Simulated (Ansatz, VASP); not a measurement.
**One calculation of SiC, two programs**

```
Si C
1.0
     3.05535    0.00000    0.00000
    -1.52768    2.64601    0.00000
     0.00000    0.00000    5.01412
Si C
2 2
Direct
  0.33333 0.66667 0.00000
  0.66667 0.33333 0.50000
  0.33333 0.66667 0.38500
  0.66667 0.33333 0.88500
```

Change from the starting cell: volume scaled by 0.98, PAW files.

Alike in both runs: task electric field gradients; functional PBE; k mesh 15 × 15 × 8; occupations fermi-dirac, width 0.08 eV; no spin polarisation.

```csv
,VASP,Ansatz
version,VASP 6.6.1,Ansatz 0.2.0
potentials or method,"VASP PAW PBE potentials, release 64 (Si, C)","PAW with Ansatz's default frozen-core files, scalar-relativistic"
plane-wave cutoff (eV),520,420
valence electrons in the cell,16,16
```

|  | VASP | Ansatz | Ansatz less VASP |
| --- | --- | --- | --- |
| pressure (GPa) | 8.4 | 8.5 | +0.07 |
| traceless stress, the component that is largest in VASP (GPa) | -3.80 | -3.82 | -0.022 |
| rms of the force components (eV/Å) | 0.453 | 0.453 | +0.0001 |
| size of Vzz on the site where it differs most (V/Å²) | 17.8 | 17.1 | -0.66 |

Atom by atom the forces differ by 0.000 eV/Å (rms over components).
